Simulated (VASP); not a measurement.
# Co (P6_3/mmc) in VASP: single point with PBEsol+D4

Aim: the single point of Co with PBEsol+D4.

Program: VASP 6.6.1. These are calculated values, not measurements. Logs are shortened: lines on timing, memory, paths and dates and some standing lists are left out, and cuts for length are marked.

### 1 The cell of the first run

The structure is hexagonal, space group P6_3/mmc (No. 194). The conventional cell has a = 2.444 Å, b = 2.444 Å, c = 3.948 Å, α = 90.00°, β = 90.00°, γ = 120.00°. Co (site symmetry -6m2) has 12 Co at 2.43 to 2.44 Å within 3.2 Å.

### 2 Single point, PBEsol+D4, collinear spin, ferromagnetic start

File INCAR:

```
  PREC = Accurate
  ENCUT = 600
  EDIFF = 1E-6
  ISMEAR = 0
  SIGMA = 0.1
  LREAL = False
  LASPH = True
  NELM = 200
  ALGO = Normal
  ISIF = 2
  LWAVE = False
  LCHARG = False
  ISPIN = 2
  MAGMOM = 1.73 1.73
  LORBIT = 11
  LMAXMIX = 4
  GGA = PS
  IVDW = 13
  NBANDS = 20
  GGA_COMPAT = False
```

File KPOINTS:

```
regular mesh
0
Gamma
  21 21 10
```

File POSCAR:

```
Co
1.0
    2.4441171732      0.0000000000      0.0000000000
   -1.2220585866      2.1166675618      0.0000000000
    0.0000000000      0.0000000000      3.9476385489
Co
2
Direct
    0.3333333333      0.6666666667      0.2500000000
    0.6666666667      0.3333333333      0.7500000000
```

Potentials or basis: VASP PAW PBE potentials, release 64 (Co).

Command:

```sh
cat potpaw_PBE.64/Co/POTCAR > POTCAR
mpirun -np 1 vasp_std > vasp.out
```

OUTCAR:

```text
PREC = Accurate
   ENCUT = 600
   EDIFF = 1E-6
   ISMEAR = 0
   LREAL = False
   LASPH = True
   NELM = 200
   ISIF = 2
   ISPIN = 2
   LORBIT = 11
   GGA = PS
   IVDW = 13

 ion  position               nearest neighbor table
   1  0.333  0.667  0.250-   2 2.43   2 2.43   2 2.43   2 2.43   2 2.43   2 2.43
   2  0.667  0.333  0.750-   1 2.43   1 2.43   1 2.43   1 2.43   1 2.43   1 2.43

  LATTYP: Found a hexagonal cell.
 ALAT       =     2.4441171732
 C/A-ratio  =     1.6151592862

  Lattice vectors:

 A1 = (   2.4441171732,   0.0000000000,   0.0000000000)
 A2 = (  -1.2220585866,   2.1166675618,   0.0000000000)
 A3 = (   0.0000000000,   0.0000000000,   3.9476385489)

Analysis of symmetry for initial positions (statically):
=====================================================================
 Subroutine PRICEL returns:
 Original cell was already a primitive cell.

 Routine SETGRP: Setting up the symmetry group for a
 hexagonal supercell.

 Subroutine GETGRP returns: Found 24 space group operations
 (whereof 12 operations were pure point group operations)
 out of a pool of 24 trial point group operations.

The static configuration has the point symmetry D_3d.
 The point group associated with its full space group is D_6h.

Analysis of symmetry for dynamics (positions and initial velocities):
=====================================================================
 Subroutine PRICEL returns:
 Original cell was already a primitive cell.

 Routine SETGRP: Setting up the symmetry group for a
 hexagonal supercell.

 Subroutine GETGRP returns: Found 24 space group operations
 (whereof 12 operations were pure point group operations)
 out of a pool of 24 trial point group operations.

The dynamic configuration has the point symmetry D_3d.
 The point group associated with its full space group is D_6h.

Analysis of structural, dynamic, and magnetic symmetry:
=====================================================================
 Subroutine PRICEL returns:
 Original cell was already a primitive cell.

 Routine SETGRP: Setting up the symmetry group for a
 hexagonal supercell.

 Subroutine GETGRP returns: Found 24 space group operations
 (whereof 12 operations were pure point group operations)
 out of a pool of 24 trial point group operations.

The overall configuration has the point symmetry D_3d.
 The point group associated with its full space group is D_6h.

 Subroutine INISYM returns: Found 24 space group operations
 (whereof 12 operations are pure point group operations),
 and found     1 'primitive' translations

----------------------------------------------------------------------------------------

                                     Primitive cell

  volume of cell :      20.4226

  direct lattice vectors                    reciprocal lattice vectors
     2.444117173  0.000000000  0.000000000     0.409145687  0.236220373  0.000000000
    -1.222058587  2.116667562  0.000000000     0.000000000  0.472440745  0.000000000
     0.000000000  0.000000000  3.947638549     0.000000000  0.000000000  0.253315998

  length of vectors
     2.444117173  2.444117173  3.947638549     0.472440745  0.472440745  0.253315998

  position of ions in fractional coordinates (direct lattice)
     0.333333333  0.666666667  0.250000000
     0.666666667  0.333333333  0.750000000

  ion indices of the primitive-cell ions
   primitive index   ion index
                 1           1
                 2           2

----------------------------------------------------------------------------------------

 KPOINTS: regular mesh

Automatic generation of k-mesh.
 Grid dimensions read from file:
 generate k-points for:   21   21   10

 Generating k-lattice:

  Cartesian coordinates                     Fractional coordinates (reciprocal lattice)
     0.019483128  0.011248589  0.000000000     0.047619048 -0.000000000  0.000000000
     0.000000000  0.022497178  0.000000000     0.000000000  0.047619048  0.000000000
     0.000000000  0.000000000  0.025331600     0.000000000  0.000000000  0.100000000

  Length of vectors
     0.022497178  0.022497178  0.025331600

  Shift w.r.t. Gamma in fractional coordinates (k-lattice)
     0.000000000  0.000000000  0.000000000

 Subroutine IBZKPT returns following result:
 ===========================================

 Found    288 irreducible k-points:

 Following reciprocal coordinates:
            Coordinates               Weight
  0.000000  0.000000  0.000000      1.000000
  0.047619  0.000000  0.000000      6.000000
  0.095238  0.000000  0.000000      6.000000
  0.142857  0.000000  0.000000      6.000000
  0.190476  0.000000  0.000000      6.000000
  0.238095 -0.000000  0.000000      6.000000
[... 16 lines left out ...]
  0.142857  0.095238  0.000000     12.000000
  0.190476  0.095238  0.000000     12.000000
 [... further k-points ...]
   k-points           NKPTS =    288   k-points in BZ     NKDIM =    288   number of bands    NBANDS=     20
   number of dos      NEDOS =    301   number of ions     NIONS =      2
   total plane-waves  NPLWV =  12800
   dimension x,y,z NGX =    20 NGY =   20 NGZ =   32
   dimension x,y,z NGXF=    40 NGYF=   40 NGZF=   64
   ions per type =               2
   NGX,Y,Z   is equivalent  to a cutoff of  13.60, 13.60, 13.48 a.u.
   NGXF,Y,Z  is equivalent  to a cutoff of  27.21, 27.21, 26.95 a.u.
 SYSTEM =  unknown system
   PREC   = accura    normal or accurate (medium, high low for compatibility)
   ISTART =      0    job   : 0-new  1-cont  2-samecut
   ICHARG =      2    charge: 1-file 2-atom 10-const
   ISPIN  =      2    spin polarized calculation?
   LNONCOLLINEAR =      F non collinear calculations
   LSORBIT =      F    spin-orbit coupling
   LASPH  =      T    aspherical Exc in radial PAW
   ENCUT  =  600.0 eV  44.10 Ry    6.64 a.u.   4.88  4.88  7.88*2*pi/ulx,y,z
   NELM   =    200;   NELMIN=  2; NELMDL= -5     # of ELM steps
   EDIFF  = 0.1E-05   stopping-criterion for ELM
   LREAL  =      F    real-space projection
   EDIFFG = 0.1E-04   stopping-criterion for IOM
   NSW    =      0    number of steps for IOM
   IBRION =     -1    ionic relax: 0-MD 1-quasi-New 2-CG
   NFREE  =      0    steps in history (QN), initial steepest desc. (CG)
   ISIF   =      2    stress and relaxation
   ISYM   =      2    0-nonsym 1-usesym 2-fastsym
   POTIM  = 0.5000    time-step for ionic-motion
   TEBEG  =    0.0;   TEEND  =   0.0 temperature during run
   PSTRESS=    0.0 pullay stress
   NELECT =      18.0000    total number of electrons
   NUPDOWN=      -1.0000    fix difference up-down
   EMIN   =  10.00;   EMAX   =-10.00  energy-range for DOS
   EFERMI =   0.00;   METHOD = LEGACY
   ISMEAR =     0;   SIGMA  =   0.10  broadening in eV -4-tet -1-fermi 0-gaus
   EFERMI_NEDOS =   21; number of points for ismear=-14 and -15
   IALGO  =     38    algorithm
   IMIX   =      4    mixing-type and parameters
     AMIX     =   0.40;   BMIX     =  1.00
     AMIX_MAG =   1.60;   BMIX_MAG =  1.00
  volume/ion in A,a.u.               =      10.21        68.91
  Fermi-wavevector in a.u.,A,eV,Ry     =   1.569622  2.966155 33.520838  2.463712
  Thomas-Fermi vector in A             =   2.671477
   LORBIT       =     11    0 simple, 1 ext, 2 COOP (PROOUT), +10 PAW based schemes
   GGA     = PS    functional components
   LHFCALC =     F    Hartree Fock is set to
   AEXX    =    0.0000 exact exchange contribution
   IVDW    =    13    specifies the selected vdW correction
   LEPSILON=     F    determine dielectric tensor
   LRPA    =     F    only Hartree local field effects (RPA)
 spin polarized calculation
 Gauss-broadening in eV      SIGMA  =   0.10
  energy-cutoff  :      600.00
  volume of cell :       20.42
 maximum number of plane-waves:       705
 NGX is ok and might be reduce to    20
   NGX =  9   NGY =  9   NGZ = 15

 number of electron      18.0000003 magnetization       3.0903158

 Free energy of the ion-electron system (eV)
  ---------------------------------------------------
  ext. energy  EPLUGINS =         0.00000000
  ---------------------------------------------------
  free energy    TOTEN  =       -15.47529201 eV

  energy without entropy =      -15.46726578  energy(sigma->0) =      -15.47127890

 E-fermi :  10.9441     XC(G=0): -13.9415

 val. band max:       10.9433171303   @ k =   0.0476   0.0476   0.2000
 cond. band min:      10.9443471007   @ k =   0.0952   0.0476   0.2000
 fundamental gap:      0.0010299704
 Fermi energy:        10.9441003624

 spin component 1

 k-point     1 :       0.0000    0.0000    0.0000
  band No.  band energies     occupation
      1       1.6213      1.00000
      2       5.5205      1.00000
      3       8.2878      1.00000
      4       8.3052      1.00000
      5       8.3052      1.00000
      6       8.6551      1.00000
[... 12 lines left out ...]
     19      37.8354      0.00000
     20      37.8354      0.00000
[... 507 lines left out ...]
 k-point    24 :       0.1905    0.0952    0.0000
  band No.  band energies     occupation
      1       3.7619      1.00000
      2       6.4696      1.00000
      3       7.2944      1.00000
      4       7.3970      1.00000
      5       8.3341      1.00000
      6       8.3737      1.00000
[... 12 lines left out ...]
     19      36.9383      0.00000
     20      38.2213      0.00000

 [... further k-points ...]

 spin component 2

 k-point     1 :       0.0000    0.0000    0.0000
  band No.  band energies     occupation
      1       1.6865      1.00000
      2       6.4411      1.00000
      3       9.8445      1.00000
      4       9.8588      1.00000
      5       9.8588      1.00000
      6      10.2618      1.00000
[... 12 lines left out ...]
     19      38.1800      0.00000
     20      38.1800      0.00000
[... 507 lines left out ...]
 k-point    24 :       0.1905    0.0952    0.0000
  band No.  band energies     occupation
      1       3.8672      1.00000
      2       7.5708      1.00000
      3       8.3779      1.00000
      4       8.7281      1.00000
      5       9.8212      1.00000
      6       9.9315      1.00000
[... 12 lines left out ...]
     19      37.1972      0.00000
     20      38.6747      0.00000

 [... further k-points ...]

------------------------ aborting loop because EDIFF is reached ----------------------------------------

  DFT-D4 for vdW energy calculation

  Edisp (eV):   -0.52070

  FORCE on cell =-STRESS in cart. coord.  units (eV):
  Direction    XX          YY          ZZ          XY          YZ          ZX
  --------------------------------------------------------------------------------------
  -------------------------------------------------------------------------------------
  Total      -0.13256    -0.13256    -0.14763     0.00000     0.00000     0.00000
  in kB     -10.39909   -10.39909   -11.58176     0.00000     0.00000     0.00000
  external pressure =      -10.79 kB  Pullay stress =        0.00 kB

 VOLUME and BASIS-vectors are now :
 -----------------------------------------------------------------------------
  energy-cutoff  :      600.00
  volume of cell :       20.42
      direct lattice vectors                 reciprocal lattice vectors
     2.444117173  0.000000000  0.000000000     0.409145687  0.236220373  0.000000000
    -1.222058587  2.116667562  0.000000000     0.000000000  0.472440745  0.000000000
     0.000000000  0.000000000  3.947638549     0.000000000  0.000000000  0.253315998

 POSITION                                       TOTAL-FORCE (eV/Angst)
 -----------------------------------------------------------------------------------
     -0.00000      1.41111      0.98691         0.000000      0.000000      0.000000
      1.22206      0.70556      2.96073        -0.000000     -0.000000      0.000000
 -----------------------------------------------------------------------------------
    total drift:                                0.000000     -0.000000     -0.000000

  FREE ENERGIE OF THE ION-ELECTRON SYSTEM (eV)
  ---------------------------------------------------
  free  energy   TOTEN  =       -15.9959895979 eV

  energy  without entropy=      -15.9879633682  energy(sigma->0) =      -15.99197648

 total charge

# of ion       s       p       d       tot
------------------------------------------
    1        0.515   0.580   7.303   8.397
    2        0.515   0.580   7.303   8.397
--------------------------------------------------
tot          1.029   1.159  14.605  16.794

 magnetization (x)

# of ion       s       p       d       tot
------------------------------------------
    1       -0.016  -0.053   1.619   1.550
    2       -0.016  -0.053   1.619   1.550
--------------------------------------------------
tot         -0.031  -0.106   3.238   3.101
```

It took 7.3 min on 1 thread of AMD EPYC 7R13, shared host; peak memory 0.28 GiB.

Results:

| Item | Value |
| --- | --- |
| Free energy | -15.9960 eV |
| Pressure | -1.1 GPa |
| Net moment | 3.09 μB per cell |
| Site moments | Co +1.55 μB |
| Valence electrons inside the program's atomic spheres | Co 8.40 |
| Dispersion energy per atom | -0.260 eV |

Caveat: the PAW data sets were made with another functional, which shifts forces and pressure a little; pairwise dispersion overbinds metals, which lowers pressure and volume.
